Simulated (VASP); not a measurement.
MnS: single point with PBEsol

The system is MnS.

```
Mn S
1.0
     0.00000    2.74750    2.74750
     2.74750    0.00000    2.74750
     2.74750    2.74750    0.00000
Mn S
1 1
Direct
  0.00000 0.00000 0.00000
  0.75000 0.75000 0.75000
```

* Program: VASP 6.6.1
* Task: single point
* Functional: PBEsol
* Potentials or basis: VASP PAW PBE potentials, release 64 (Mn_pv, S)
* Cutoff: 520 eV
* k mesh: 14 × 14 × 14
* Occupations: gaussian, width 0.2 eV
* Spin: collinear spin, ferromagnetic start
* Starting moments: [4.27, 0.0] μB

```json
{"Pressure": "-0.4 GPa", "Net moment": "4.67 μB per cell", "Site moments": "Mn +4.15; S +0.06 μB", "Valence electrons inside the program's atomic spheres": "Mn 11.44; S 3.74"}
```

Levels at points of the mesh, in eV from the Fermi level:
Spin up:
```csv
k point,band 8,band 9,band 10,band 11,band 12,band 13,band 14,band 15,band 16,band 17
"(0.00, 0.00, 0.00)",-3.00,-3.00,0.64,0.64,0.64,1.24,6.04,6.04,6.04,11.02
"(0.50, 0.00, 0.00)",-2.87,-2.87,-2.63,-0.48,-0.48,3.21,6.51,6.51,7.18,11.38
"(0.50, 0.50, 0.00)",-3.03,-2.74,-2.48,-1.93,-1.93,2.94,4.56,9.59,11.29,11.29
```
Spin down:
| k point | band 5 | band 6 | band 7 | band 8 | band 9 | band 10 |
| --- | --- | --- | --- | --- | --- | --- |
| (0.00, 0.00, 0.00) | -3.38 | -3.38 | -3.38 | 0.86 | 0.86 | 2.11 |
| (0.50, 0.00, 0.00) | -5.32 | -3.28 | -3.28 | 0.90 | 1.00 | 1.00 |
| (0.50, 0.50, 0.00) | -5.23 | -3.37 | -3.37 | -0.15 | 0.90 | 1.34 |

Run time: 2.7 min on 1 thread of Intel(R) Xeon(R) Platinum 8259CL CPU @ 2.50GHz (Skylake/Cascade Lake), with other jobs on the host, peak memory 0.28 GiB.

Caveat: the PAW data sets were made with another functional, which shifts forces and pressure a little; a cell with one magnetic atom can't hold antiferromagnetic order, which such compounds often take; semilocal functionals often make such compounds metallic where correlation or magnetic order opens a gap, which also shifts bond lengths. With open d or f shells a metallic result of PBEsol can be an artefact of self-interaction; +U or a hybrid may open a gap.
